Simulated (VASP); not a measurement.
# Co (P6_3/mmc) in VASP: a series of runs

Co is run at these levels: LDA; tasks: single point.

All numbers are computed with VASP 6.6.1; they aren't measurements. Logs are shortened: lines on timing, memory, paths and dates and some standing lists are left out, and cuts for length are marked.

**1. The cell of the first run**

The structure is hexagonal, space group P6_3/mmc (No. 194). The conventional cell has a = 2.429 Å, b = 2.429 Å, c = 3.918 Å, α = 90.00°, β = 90.00°, γ = 120.00°. Within 3.2 Å of Co (site symmetry -6m2) lie 12 Co at 2.41 to 2.43 Å.

**2. Single point, LDA, collinear spin, antiferromagnetic start**

Input file INCAR:

```
SYSTEM = Co
PREC = Accurate
ENCUT = 520
EDIFF = 1E-6
ISMEAR = 0
SIGMA = 0.05
LREAL = .False.
LASPH = .True.
NELM = 150
ALGO = Normal
ISIF = 2
LWAVE = .False.
LCHARG = .False.
ISPIN = 2
MAGMOM = 1.5 -1.5
LORBIT = 11
LMAXMIX = 4
GGA = CA
NBANDS = 20
```

Input file KPOINTS:

```
Automatic mesh
0
Gamma
  20 20 12
  0 0 0
```

Input file POSCAR:

```
Co
1.0
    2.4294441922      0.0000000000      0.0000000000
   -1.2147220961      2.1039603875      0.0000000000
    0.0000000000      0.0000000000      3.9179299248
Co
2
Direct
    0.3333333333      0.6666666667      0.7500000000
    0.6666666667      0.3333333333      0.2500000000
```

Potentials or basis: VASP PAW LDA potentials, release 64 (Co).

Launch:

```console
> cat potpaw_LDA.64/Co/POTCAR > POTCAR
> mpirun -np 1 vasp_std > vasp.out
```

OUTCAR:

```text
SYSTEM = Co
   PREC = Accurate
   ENCUT = 520
   EDIFF = 1E-6
   ISMEAR = 0
   LREAL = .False.
   LASPH = .True.
   NELM = 150
   ISIF = 2
   ISPIN = 2
   LORBIT = 11
   GGA = CA

 ion  position               nearest neighbor table
   1  0.333  0.667  0.750-   2 2.41   2 2.41   2 2.41   2 2.41   2 2.41   2 2.41
   2  0.667  0.333  0.250-   1 2.41   1 2.41   1 2.41   1 2.41   1 2.41   1 2.41

  LATTYP: Found a hexagonal cell.
 ALAT       =     2.4294441922
 C/A-ratio  =     1.6126857070

  Lattice vectors:

 A1 = (   2.4294441922,   0.0000000000,   0.0000000000)
 A2 = (  -1.2147220961,   2.1039603875,   0.0000000000)
 A3 = (   0.0000000000,   0.0000000000,   3.9179299248)

Analysis of symmetry for initial positions (statically):
=====================================================================
 Subroutine PRICEL returns:
 Original cell was already a primitive cell.

 Routine SETGRP: Setting up the symmetry group for a
 hexagonal supercell.

 Subroutine GETGRP returns: Found 24 space group operations
 (whereof 12 operations were pure point group operations)
 out of a pool of 24 trial point group operations.

The static configuration has the point symmetry D_3d.
 The point group associated with its full space group is D_6h.

Analysis of symmetry for dynamics (positions and initial velocities):
=====================================================================
 Subroutine PRICEL returns:
 Original cell was already a primitive cell.

 Routine SETGRP: Setting up the symmetry group for a
 hexagonal supercell.

 Subroutine GETGRP returns: Found 24 space group operations
 (whereof 12 operations were pure point group operations)
 out of a pool of 24 trial point group operations.

The dynamic configuration has the point symmetry D_3d.
 The point group associated with its full space group is D_6h.

Analysis of structural, dynamic, and magnetic symmetry:
=====================================================================
 Subroutine PRICEL returns:
 Original cell was already a primitive cell.

 Routine SETGRP: Setting up the symmetry group for a
 hexagonal supercell.

 Subroutine GETGRP returns: Found 24 space group operations
 (whereof 12 operations were pure point group operations)
 out of a pool of 24 trial point group operations.

The overall configuration has the point symmetry D_3d.
 The point group associated with its full space group is D_6h.

 Subroutine INISYM returns: Found 24 space group operations
 (whereof 12 operations are pure point group operations),
 and found     1 'primitive' translations
[... 117 lines left out ...]
  Fermi-wavevector in a.u.,A,eV,Ry     =   1.579909  2.985594 33.961652  2.496111
  Thomas-Fermi vector in A             =   2.680216
   LORBIT       =     11    0 simple, 1 ext, 2 COOP (PROOUT), +10 PAW based schemes
   GGA     = CA    functional components
   LHFCALC =     F    Hartree Fock is set to
   AEXX    =    0.0000 exact exchange contribution
   IVDW    =     0    specifies the selected vdW correction
   LEPSILON=     F    determine dielectric tensor
   LRPA    =     F    only Hartree local field effects (RPA)
 spin polarized calculation
 Gauss-broadening in eV      SIGMA  =   0.05
  energy-cutoff  :      520.00
  volume of cell :       20.03
 maximum number of plane-waves:       557
   NGX =  9   NGY =  9   NGZ = 15

 number of electron      17.9999991 magnetization       0.0000000

 number of electron      17.9999991 magnetization      -0.0000000

 Free energy of the ion-electron system (eV)
  ---------------------------------------------------
  ext. energy  EPLUGINS =         0.00000000
  ---------------------------------------------------
  free energy    TOTEN  =       -16.04635257 eV

  energy without entropy =      -16.04022121  energy(sigma->0) =      -16.04328689

 E-fermi :  11.1351     XC(G=0): -14.2312

 val. band max:       11.1350288231   @ k =   0.3000   0.0500   0.5000
 cond. band min:      11.1357831194   @ k =   0.3000   0.0500   0.5000
 fundamental gap:      0.0007542964
 Fermi energy:        11.1350797537

 spin component 1

 k-point     1 :       0.0000    0.0000    0.0000
  band No.  band energies     occupation
      1       1.8019      1.00000
      2       6.0231      1.00000
      3       9.0938      1.00000
      4       9.1298      1.00000
      5       9.1298      1.00000
      6       9.5153      1.00000
[... 541 lines left out ...]
     19      36.9360      0.00000
     20      38.0633      0.00000

 [... further k-points ...]

 spin component 2

 k-point     1 :       0.0000    0.0000    0.0000
  band No.  band energies     occupation
      1       1.8019      1.00000
      2       6.0231      1.00000
      3       9.0938      1.00000
      4       9.1298      1.00000
      5       9.1298      1.00000
      6       9.5153      1.00000
[... 541 lines left out ...]
     19      36.9360      0.00000
     20      38.0633      0.00000

 [... further k-points ...]

------------------------ aborting loop because EDIFF is reached ----------------------------------------

  FORCE on cell =-STRESS in cart. coord.  units (eV):
  Direction    XX          YY          ZZ          XY          YZ          ZX
  --------------------------------------------------------------------------------------
  -------------------------------------------------------------------------------------
  Total       -1.5575300     -1.5575300     -1.5883419      0.0000000      0.0000000      0.0000000
  in kB     -124.6079789   -124.6079789   -127.0730434      0.0000000      0.0000000      0.0000000
  external PRESSURE =    -125.4296670 kB  Pullay stress =       0.0000000 kB

 VOLUME and BASIS-vectors are now :
 -----------------------------------------------------------------------------
  energy-cutoff  :      520.00
  volume of cell :       20.03
      direct lattice vectors                 reciprocal lattice vectors
     2.429444192  0.000000000  0.000000000     0.411616782  0.237647060  0.000000000
    -1.214722096  2.103960387  0.000000000     0.000000000  0.475294120  0.000000000
     0.000000000  0.000000000  3.917929925     0.000000000  0.000000000  0.255236826

 POSITION                                       TOTAL-FORCE (eV/Angst)
 -----------------------------------------------------------------------------------
     -0.00000      1.40264      2.93845         0.000000      0.000000      0.000000
      1.21472      0.70132      0.97948        -0.000000     -0.000000      0.000000
 -----------------------------------------------------------------------------------
    total drift:                               -0.000000      0.000000     -0.000000

  FREE ENERGIE OF THE ION-ELECTRON SYSTEM (eV)
  ---------------------------------------------------
  free  energy   TOTEN  =       -16.0463525703 eV

  energy  without entropy=      -16.0402212091  energy(sigma->0) =      -16.04328689

 total charge

# of ion       s       p       d       tot
------------------------------------------
    1        0.518   0.586   7.341   8.445
    2        0.518   0.586   7.341   8.445
--------------------------------------------------
tot          1.036   1.172  14.681  16.890

 magnetization (x)

# of ion       s       p       d       tot
------------------------------------------
    1       -0.000   0.000   0.001   0.001
    2        0.000  -0.000  -0.001  -0.001
--------------------------------------------------
tot          0.000   0.000   0.000   0.000
```

stdout:

```text
POSCAR found type information on POSCAR Co
 POSCAR found :  1 types and       2 ions
 scaLAPACK will be used
 LDA part: xc-table for (Slater(with rela. corr.)+CA(PZ))
 , standard interpolation
 POSCAR, INCAR and KPOINTS ok, starting setup
 FFT: planning ... GRIDC
 FFT: planning ... GRID_SOFT
 FFT: planning ... GRID
 WAVECAR not read
 entering main loop
```

Run time: 100 s. Hardware: 1 thread of Intel Xeon 6975P-C (Granite Rapids), shared host; peak memory 0.26 GiB.

What came out:

```
Free energy                                           : -16.0464 eV
Pressure                                              : -12.5 GPa
Band gap on the k mesh                                : zero (filled and empty bands overlap)
Net moment                                            : 0.00 μB per cell
Valence electrons inside the program's atomic spheres : Co 8.45
```

Stress tensor (GPa, compression positive):
```
-12.46   0.00   0.00
  0.00 -12.46   0.00
  0.00   0.00 -12.71
```

Caveat: the cell stands under tension.

**3. Single point, LDA, collinear spin, antiferromagnetic start**

This run uses another cell than the first one: it holds 4 atoms, not 2.

Input file INCAR:

```
ALGO = Normal
EDIFF = 1E-6
ENCUT = 520
GGA = CA
ISIF = 2
ISMEAR = 0
ISPIN = 2
LASPH = T
LCHARG = F
LMAXMIX = 4
LORBIT = 11
LREAL = F
LWAVE = F
MAGMOM = 1.5 1.5 -1.5 -1.5
NBANDS = 30
NELM = 150
PREC = Accurate
SIGMA = 0.05
```

Input file KPOINTS:

```
k-points
0
Gamma
  20 20 6
```

Input file POSCAR:

```
Co
1.0
    2.4294441922      0.0000000000      0.0000000000
   -1.2147220961      2.1039603875      0.0000000000
    0.0000000000      0.0000000000      7.8358598496
Co
4
Direct
    0.3333333333      0.6666666667      0.3750000000
    0.6666666667      0.3333333333      0.1250000000
    0.3333333333      0.6666666667      0.8750000000
    0.6666666667      0.3333333333      0.6250000000
```

Potentials or basis: VASP PAW LDA potentials, release 64 (Co).

Launch:

```console
> cat potpaw_LDA.64/Co/POTCAR > POTCAR
> mpirun -np 1 vasp_std > vasp.out
```

Wall time 10 min (1 thread of Oxide Virtual Turin-like, shared host); peak memory 0.41 GiB.

It converged, with:

```yaml
Free_energy: -32.1770 eV
Pressure: -6.3 GPa
Largest_force: 0.374 eV/Å
Band_gap_on_the_k_mesh: zero (filled and empty bands overlap)
Net_moment: 0.00 μB per cell
Site_moments: Co +1.06, -1.06 (each value once) μB
Valence_electrons_inside_the_program's_atomic_spheres: Co 8.45
```

Forces on the atoms (eV/Å):
```
Co   0.000  0.000 -0.374
Co   0.000  0.000  0.374
Co   0.000  0.000 -0.374
Co   0.000  0.000  0.374
```

Stress tensor (GPa, compression positive):
```
-5.23  0.00  0.00
 0.00 -5.23  0.00
 0.00  0.00 -8.47
```

Levels at points of the mesh, in eV from the Fermi level:
Spin up:
| k point | band 16 | band 17 | band 18 | band 19 | band 20 | band 21 |
| --- | --- | --- | --- | --- | --- | --- |
| (0.00, 0.00, 0.00) | -1.19 | -1.19 | -0.55 | -0.55 | -0.08 | -0.04 |
| (0.50, 0.00, 0.00) | -0.19 | -0.11 | 0.55 | 0.91 | 1.01 | 1.89 |
| (0.00, 0.00, 0.50) | -1.40 | -1.04 | -1.04 | -0.78 | -0.78 | 0.01 |
| (0.50, 0.00, 0.50) | -0.20 | -0.11 | 0.36 | 0.92 | 1.01 | 1.21 |
Spin down:
```
           k point  band 14  band 15  band 16  band 17  band 18  band 19  band 20  band 21  band 22  band 23
(0.00, 0.00, 0.00)    -1.54    -1.54    -1.19    -1.19    -0.55    -0.55    -0.08    -0.04    -0.04     0.46
(0.50, 0.00, 0.00)    -0.39    -0.30    -0.19    -0.11     0.55     0.91     1.01     1.89     1.97     2.22
(0.00, 0.00, 0.50)    -1.48    -1.40    -1.40    -1.04    -1.04    -0.78    -0.78     0.01     0.01     0.48
(0.50, 0.00, 0.50)    -0.25    -0.23    -0.20    -0.11     0.36     0.92     1.01     1.21     1.62     3.48
```

Caveat: the cell stands under tension.
